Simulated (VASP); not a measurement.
# HfSi53 (a cell with a defect) in VASP: further runs

The runs below take HfSi53 (a cell with a defect) through single point, with PBE.

All numbers are computed with VASP 6.6.1; they aren't measurements. Logs are shortened: lines on timing, memory, paths and dates and some standing lists are left out, and cuts for length are marked.

### Step 1. The cell of the first run

The cell holds a defect, 54 atoms: a = 11.513 Å, b = 11.513 Å, c = 11.513 Å, α = 60.00°, β = 60.00°, γ = 60.00°.

### Step 2. Single point, PBE, collinear spin

INCAR

```
PREC = Accurate
ENCUT = 520
EDIFF = 1E-7
ISMEAR = 0
SIGMA = 0.05
LREAL = Auto
LASPH = T
NELM = 150
ALGO = Normal
ISIF = 2
LWAVE = F
LCHARG = F
ISPIN = 2
MAGMOM = 0.2 0 0 0 0 0 0 0 0 0 0 0 0 0 0 0 0 0 0 0 0 0 0 0 0 0 0 0.2 0.2 0 0.2 0 0 0 0 0 0.2 0 0 0 0 0 0 0 0 0 0 0 0 0 0 0 0 0
LORBIT = 11
LMAXMIX = 4
GGA = PE
NBANDS = 148
```

KPOINTS

```
Automatic mesh
0
Gamma
  1 1 1
```

POSCAR

```
HfSi53
1.0
    0.0000000000      8.1406800000      8.1406800000
    8.1406800000      0.0000000000      8.1406800000
    8.1406800000      8.1406800000      0.0000000000
Hf Si
1 53
Direct
    0.2499316077      0.2502268791      0.2494042400
    0.2514895145      0.2513404387      0.5841052796
    0.2515728777      0.2514056051      0.9130024196
    0.2513655070      0.5835646587      0.2513269654
    0.2499855521      0.5832718238      0.5831907465
    0.2513098476      0.5842072494      0.9128428319
    0.2513852046      0.9126826824      0.2513558416
    0.2512338544      0.9132716386      0.5839140571
    0.2496503475      0.9166324720      0.9168166463
    0.5842576045      0.2515224323      0.2512907825
    0.5834149215      0.2500972916      0.5831687718
    0.5842042506      0.2516496231      0.9127553645
    0.5832241993      0.5834017880      0.2498666926
    0.5831766864      0.5835811661      0.5831008044
    0.5836615806      0.5837346439      0.9161424922
    0.5835512568      0.9136138146      0.2512300903
    0.5836063870      0.9164249292      0.5835742919
    0.5836649129      0.9163799499      0.9161450692
    0.9132992651      0.2515295123      0.2513470752
    0.9131995233      0.2515951754      0.5838455668
    0.9168835819      0.2497459002      0.9167714622
    0.9125017901      0.5845882130      0.2512695885
    0.9162481550      0.5837232710      0.5835703638
    0.9162587676      0.5838128563      0.9161483523
    0.9166752359      0.9167974484      0.2496869415
    0.9163241875      0.9163605534      0.5835672038
    0.9166046415      0.9169931129      0.9166802287
    0.1585735213      0.1578998602      0.1582850568
    0.1586276988      0.1586855701      0.5242487045
    0.1674147960      0.1671915072      0.8327328413
    0.1577458773      0.5250467228      0.1581564940
    0.1657006697      0.5002271324      0.5002936027
    0.1656995147      0.5003595298      0.8333846158
    0.1672158561      0.8322628417      0.1673404854
    0.1657508050      0.8334485278      0.5002758450
    0.1671574123      0.8328324388      0.8325631761
    0.5247360111      0.1589563333      0.1580987719
    0.5004072569      0.1658531423      0.5002276743
    0.5005152326      0.1658157130      0.8333479290
    0.5003201586      0.5003951775      0.1655842031
    0.4999609938      0.5000780173      0.4998378764
    0.5002596035      0.5005781623      0.8332715934
    0.5002696046      0.8335858557      0.1655813032
    0.5001461645      0.8338096923      0.5001941183
    0.4996886994      0.8334464462      0.8333063929
    0.8328789504      0.1673395753      0.1672966058
    0.8336178207      0.1658121752      0.5002933515
    0.8328184622      0.1675306123      0.8324867634
    0.8334083731      0.5004963763      0.1655830444
    0.8333723076      0.5005507503      0.5001853070
    0.8334156403      0.4997904567      0.8332975261
    0.8322327755      0.8331730806      0.1672120279
    0.8333431682      0.8334578131      0.4997027494
    0.8333848879      0.8335592139      0.8332814701
```

Potentials or basis: VASP PAW PBE potentials, release 64 (Hf_pv, Si).

Started as:

```console
$ cat potpaw_PBE.64/Hf_pv/POTCAR potpaw_PBE.64/Si/POTCAR > POTCAR
$ mpirun -np 1 vasp_gam > vasp.out
```

OUTCAR:

```text
PREC = Accurate
   ENCUT = 520
   EDIFF = 1E-7
   ISMEAR = 0
   LREAL = Auto
   LASPH = T
   NELM = 150
   ISIF = 2
   ISPIN = 2
   LORBIT = 11
   GGA = PE

 ion  position               nearest neighbor table
   1  0.250  0.250  0.249-  37 2.58  28 2.58  31 2.58  29 2.58
   2  0.251  0.251  0.584-  29 2.32  30 2.34  32 2.34  38 2.34
   3  0.252  0.251  0.913-  28 2.32  30 2.34  39 2.34  33 2.34
   4  0.251  0.584  0.251-  31 2.32  34 2.34  40 2.34  32 2.34
   5  0.250  0.583  0.583-  41 2.35  35 2.35  33 2.35  32 2.35
   6  0.251  0.584  0.913-  31 2.32  36 2.34  33 2.34  42 2.34
[... 46 lines left out ...]
  53  0.833  0.833  0.500-  23 2.35  17 2.35  26 2.35  25 2.35
  54  0.833  0.834  0.833-  26 2.35  18 2.35  24 2.35  27 2.35

  LATTYP: Found a face centered cubic cell.
 ALAT       =    16.2813600000

  Lattice vectors:

 A1 = (   0.0000000000,   8.1406800000,   8.1406800000)
 A2 = (   8.1406800000,   0.0000000000,   8.1406800000)
 A3 = (   8.1406800000,   8.1406800000,   0.0000000000)

Analysis of symmetry for initial positions (statically):
=====================================================================
 Subroutine PRICEL returns:
 Original cell was already a primitive cell.

 Routine SETGRP: Setting up the symmetry group for a
 face centered cubic supercell.

 Subroutine GETGRP returns: Found  1 space group operations
 (whereof  1 operations were pure point group operations)
 out of a pool of 48 trial point group operations.

The static configuration has the point symmetry C_1 .

Analysis of symmetry for dynamics (positions and initial velocities):
=====================================================================
 Subroutine PRICEL returns:
 Original cell was already a primitive cell.

 Routine SETGRP: Setting up the symmetry group for a
 face centered cubic supercell.

 Subroutine GETGRP returns: Found  1 space group operations
 (whereof  1 operations were pure point group operations)
 out of a pool of 48 trial point group operations.

The dynamic configuration has the point symmetry C_1 .

Analysis of structural, dynamic, and magnetic symmetry:
=====================================================================
 Subroutine PRICEL returns:
 Original cell was already a primitive cell.

 Routine SETGRP: Setting up the symmetry group for a
 face centered cubic supercell.

 Subroutine GETGRP returns: Found  1 space group operations
 (whereof  1 operations were pure point group operations)
 out of a pool of 48 trial point group operations.

The overall configuration has the point symmetry C_1 .

 Subroutine INISYM returns: Found  1 space group operations
 (whereof  1 operations are pure point group operations),
 and found     1 'primitive' translations

----------------------------------------------------------------------------------------

                                     Primitive cell

  volume of cell :    1078.9766

  direct lattice vectors                    reciprocal lattice vectors
     0.000000000  8.140680000  8.140680000    -0.061419931  0.061419931  0.061419931
     8.140680000  0.000000000  8.140680000     0.061419931 -0.061419931  0.061419931
     8.140680000  8.140680000  0.000000000     0.061419931  0.061419931 -0.061419931

  length of vectors
    11.512660063 11.512660063 11.512660063     0.106382440  0.106382440  0.106382440

  position of ions in fractional coordinates (direct lattice)
     0.249931608  0.250226879  0.249404240
     0.251489515  0.251340439  0.584105280
     0.251572878  0.251405605  0.913002420
     0.251365507  0.583564659  0.251326965
     0.249985552  0.583271824  0.583190747
     0.251309848  0.584207249  0.912842832
[... 46 lines left out ...]
     0.833343168  0.833457813  0.499702749
     0.833384888  0.833559214  0.833281470

  ion indices of the primitive-cell ions
   primitive index   ion index
                 1           1
                 2           2
                 3           3
                 4           4
                 5           5
                 6           6
[... 46 lines left out ...]
                53          53
                54          54

----------------------------------------------------------------------------------------

 KPOINTS: Automatic mesh

Automatic generation of k-mesh.
 Grid dimensions read from file:
 generate k-points for:    1    1    1

 Generating k-lattice:

  Cartesian coordinates                     Fractional coordinates (reciprocal lattice)
    -0.061419931  0.061419931  0.061419931     1.000000000  0.000000000  0.000000000
     0.061419931 -0.061419931  0.061419931     0.000000000  1.000000000  0.000000000
     0.061419931  0.061419931 -0.061419931     0.000000000  0.000000000  1.000000000

  Length of vectors
     0.106382440  0.106382440  0.106382440

  Shift w.r.t. Gamma in fractional coordinates (k-lattice)
     0.000000000  0.000000000  0.000000000

 Subroutine IBZKPT returns following result:
 ===========================================

 Found      1 irreducible k-points:

 Following reciprocal coordinates:
            Coordinates               Weight
  0.000000  0.000000  0.000000      1.000000
   k-points           NKPTS =      1   k-points in BZ     NKDIM =      1   number of bands    NBANDS=    148
   number of dos      NEDOS =    301   number of ions     NIONS =     54
   total plane-waves  NPLWV = 729000
   dimension x,y,z NGX =    90 NGY =   90 NGZ =   90
   dimension x,y,z NGXF=   180 NGYF=  180 NGZF=  180
   ions per type =               1  53
   NGX,Y,Z   is equivalent  to a cutoff of  13.00, 13.00, 13.00 a.u.
   NGXF,Y,Z  is equivalent  to a cutoff of  25.99, 25.99, 25.99 a.u.
 SYSTEM =  unknown system
   PREC   = accura    normal or accurate (medium, high low for compatibility)
   ISTART =      0    job   : 0-new  1-cont  2-samecut
   ICHARG =      2    charge: 1-file 2-atom 10-const
   ISPIN  =      2    spin polarized calculation?
   LNONCOLLINEAR =      F non collinear calculations
   LSORBIT =      F    spin-orbit coupling
   LASPH  =      T    aspherical Exc in radial PAW
   ENCUT  =  520.0 eV  38.22 Ry    6.18 a.u.  21.41 21.41 21.41*2*pi/ulx,y,z
   NELM   =    150;   NELMIN=  2; NELMDL= -5     # of ELM steps
   EDIFF  = 0.1E-06   stopping-criterion for ELM
   LREAL  =      T    real-space projection
   EDIFFG = 0.1E-05   stopping-criterion for IOM
   NSW    =      0    number of steps for IOM
   IBRION =     -1    ionic relax: 0-MD 1-quasi-New 2-CG
   NFREE  =      0    steps in history (QN), initial steepest desc. (CG)
   ISIF   =      2    stress and relaxation
   ISYM   =      2    0-nonsym 1-usesym 2-fastsym
   POTIM  = 0.5000    time-step for ionic-motion
   TEBEG  =    0.0;   TEEND  =   0.0 temperature during run
   PSTRESS=    0.0 pullay stress
   NELECT =     222.0000    total number of electrons
   NUPDOWN=      -1.0000    fix difference up-down
   EMIN   =  10.00;   EMAX   =-10.00  energy-range for DOS
   EFERMI =   0.00;   METHOD = LEGACY
   ISMEAR =     0;   SIGMA  =   0.05  broadening in eV -4-tet -1-fermi 0-gaus
   EFERMI_NEDOS =   21; number of points for ismear=-14 and -15
   IALGO  =     38    algorithm
   IMIX   =      4    mixing-type and parameters
     AMIX     =   0.40;   BMIX     =  1.00
     AMIX_MAG =   1.60;   BMIX_MAG =  1.00
  volume/ion in A,a.u.               =      19.98       134.84
  Fermi-wavevector in a.u.,A,eV,Ry     =   0.966470  1.826364 12.708721  0.934065
  Thomas-Fermi vector in A             =   2.096274
   LORBIT       =     11    0 simple, 1 ext, 2 COOP (PROOUT), +10 PAW based schemes
   GGA     = PE    functional components
   LHFCALC =     F    Hartree Fock is set to
   AEXX    =    0.0000 exact exchange contribution
   IVDW    =     0    specifies the selected vdW correction
   LEPSILON=     F    determine dielectric tensor
   LRPA    =     F    only Hartree local field effects (RPA)
 spin polarized calculation
 Gauss-broadening in eV      SIGMA  =   0.05
  energy-cutoff  :      520.00
  volume of cell :     1078.98
 maximum number of plane-waves:     14562
 NGX is ok and might be reduce to    90
   NGX = 43   NGY = 43   NGZ = 43

 number of electron     222.0000005 magnetization      -0.0000178

 number of electron     222.0000005 magnetization       0.0000056

 Free energy of the ion-electron system (eV)
  ---------------------------------------------------
  ext. energy  EPLUGINS =         0.00000000
  ---------------------------------------------------
  free energy    TOTEN  =      -280.21937305 eV

  energy without entropy =     -280.21937305  energy(sigma->0) =     -280.21937305

 E-fermi :   6.1499     XC(G=0):  -9.4059

 val. band max:        5.8303697870   @ k =   0.0000   0.0000   0.0000
 cond. band min:       6.4246497458   @ k =   0.0000   0.0000   0.0000
 fundamental gap:      0.5942799588
 Fermi energy:         6.1498920356

 spin component 1

 k-point     1 :       0.0000    0.0000    0.0000
  band No.  band energies     occupation
      1     -24.5348      1.00000
      2     -24.5332      1.00000
      3     -24.5327      1.00000
      4      -6.0618      1.00000
      5      -4.7370      1.00000
      6      -4.7367      1.00000
[... 115 lines left out ...]
    122       7.3532      0.00000
    123       7.4058      0.00000
 Fermi energy:         6.1498920356

 spin component 2

 k-point     1 :       0.0000    0.0000    0.0000
  band No.  band energies     occupation
      1     -24.5348      1.00000
      2     -24.5332      1.00000
      3     -24.5327      1.00000
      4      -6.0618      1.00000
      5      -4.7370      1.00000
      6      -4.7367      1.00000
[... 115 lines left out ...]
    122       7.3532      0.00000
    123       7.4058      0.00000
 [bands above 123 left out]

------------------------ aborting loop because EDIFF is reached ----------------------------------------

  FORCE on cell =-STRESS in cart. coord.  units (eV):
  Direction    XX          YY          ZZ          XY          YZ          ZX
  --------------------------------------------------------------------------------------
  -------------------------------------------------------------------------------------
  Total       32.5801077     32.5803681     32.5778773     -0.0012773     -0.0051428     -0.0117540
  in kB       48.3783500     48.3787366     48.3750380     -0.0018967     -0.0076366     -0.0174536
  external PRESSURE =      48.3773749 kB  Pullay stress =       0.0000000 kB

 VOLUME and BASIS-vectors are now :
 -----------------------------------------------------------------------------
  energy-cutoff  :      520.00
  volume of cell :     1078.98
      direct lattice vectors                 reciprocal lattice vectors
     0.000000000  8.140680000  8.140680000    -0.061419931  0.061419931  0.061419931
     8.140680000  0.000000000  8.140680000     0.061419931 -0.061419931  0.061419931
     8.140680000  8.140680000  0.000000000     0.061419931  0.061419931 -0.061419931

 POSITION                                       TOTAL-FORCE (eV/Angst)
 -----------------------------------------------------------------------------------
      4.06734      4.06493      4.07163         0.001743      0.000046     -0.000665
      6.80110      6.80231      4.09338        -0.002576     -0.004198     -0.009096
      9.47907      9.48043      4.09459        -0.000336      0.000329     -0.011210
      6.79659      4.09226      6.79690         0.005133     -0.012289     -0.000768
      9.49580      6.78262      6.78328         0.007151     -0.006143     -0.007131
     12.18701      9.47699      6.80168         0.009537      0.000115     -0.004142
[... 46 lines left out ...]
     10.85283     10.85190     13.56889         0.010889      0.010702     -0.010304
     13.56922     13.56780     13.57006        -0.010674     -0.008791     -0.011913
 -----------------------------------------------------------------------------------
    total drift:                                0.001845      0.007259     -0.000777

  FREE ENERGIE OF THE ION-ELECTRON SYSTEM (eV)
  ---------------------------------------------------
  free  energy   TOTEN  =      -280.2193730549 eV

  energy  without entropy=     -280.2193730549  energy(sigma->0) =     -280.21937305

 total charge

# of ion       s       p       d       tot
------------------------------------------
    1        0.379   6.244   1.714   8.337
    2        0.724   0.986   0.000   1.711
    3        0.724   0.986   0.000   1.710
    4        0.724   0.986   0.000   1.710
    5        0.718   0.987   0.000   1.705
    6        0.724   0.986   0.000   1.710
[... 46 lines left out ...]
   53        0.718   0.989   0.000   1.708
   54        0.718   0.989   0.000   1.708
--------------------------------------------------
tot         38.716  58.605   1.714  99.035

 magnetization (x)

# of ion       s       p       d       tot
------------------------------------------
    1        0.000   0.000   0.000   0.000
    2       -0.000  -0.000   0.000  -0.000
    3       -0.000  -0.000   0.000  -0.000
    4       -0.000  -0.000   0.000  -0.000
    5        0.000  -0.000   0.000  -0.000
    6       -0.000  -0.000   0.000  -0.000
[... 46 lines left out ...]
   53        0.000   0.000   0.000   0.000
   54        0.000   0.000   0.000   0.000
--------------------------------------------------
tot          0.000  -0.000   0.000   0.000
```

Wall time 19 min (1 thread of Oxide Virtual Turin-like, shared host); peak memory 1.7 GiB.

Results:

* Free energy: -280.2194 eV
* Pressure: 4.8 GPa
* Largest force: 0.019 eV/Å
* Band gap on the k mesh: 0.59 eV
* Net moment: 0.00 μB per cell
* Valence electrons inside the program's atomic spheres: Hf 8.34; Si 1.71, 1.70, 1.76

Forces in eV/Å, atoms in the order of the input:
```
Hf   0.002  0.000 -0.001
Si  -0.003 -0.004 -0.009
Si   0.000  0.000 -0.011
Si   0.005 -0.012 -0.001
Si   0.007 -0.006 -0.007
Si   0.010  0.000 -0.004
Si   0.002 -0.006  0.002
Si   0.009 -0.001  0.005
Si   0.005 -0.008 -0.002
Si  -0.007 -0.001 -0.002
Si  -0.007  0.007 -0.007
Si   0.004  0.009 -0.002
Si  -0.007 -0.005  0.007
Si   0.006  0.009  0.007
Si   0.000  0.002 -0.009
Si   0.003  0.003  0.011
Si  -0.001 -0.010 -0.001
Si   0.011  0.001 -0.001
Si  -0.011  0.001 -0.002
Si  -0.003  0.010  0.004
Si  -0.007  0.001 -0.006
Si  -0.003  0.004  0.006
Si  -0.010  0.001  0.001
Si   0.000  0.012  0.000
Si  -0.006 -0.005  0.005
Si   0.000 -0.001  0.009
Si   0.002  0.007  0.006
Si   0.004 -0.006  0.002
Si  -0.001 -0.002 -0.006
Si   0.000  0.000  0.015
Si  -0.003  0.007  0.008
Si  -0.005  0.005  0.009
Si  -0.006  0.005  0.007
Si   0.000  0.015  0.001
Si  -0.004  0.004  0.005
Si  -0.014  0.000  0.000
Si  -0.005  0.000 -0.002
Si   0.007 -0.004  0.006
Si   0.006 -0.007  0.004
Si   0.005  0.004 -0.006
Si   0.001  0.001  0.000
Si  -0.006 -0.003 -0.006
Si   0.005  0.006 -0.004
Si  -0.009 -0.006 -0.007
Si  -0.009  0.011  0.012
Si   0.015  0.000  0.000
Si   0.005 -0.008  0.007
Si   0.000 -0.014 -0.001
Si   0.005  0.004 -0.006
Si  -0.004 -0.006 -0.008
Si   0.011 -0.011  0.009
Si   0.000 -0.002 -0.016
Si   0.011  0.011 -0.010
Si  -0.011 -0.009 -0.012
```

Caveat: the k points lie up to 0.67 Å⁻¹ apart; spin-orbit coupling is left out, which moves the levels of the heavy elements.

(Continued in part 2 of 3.)
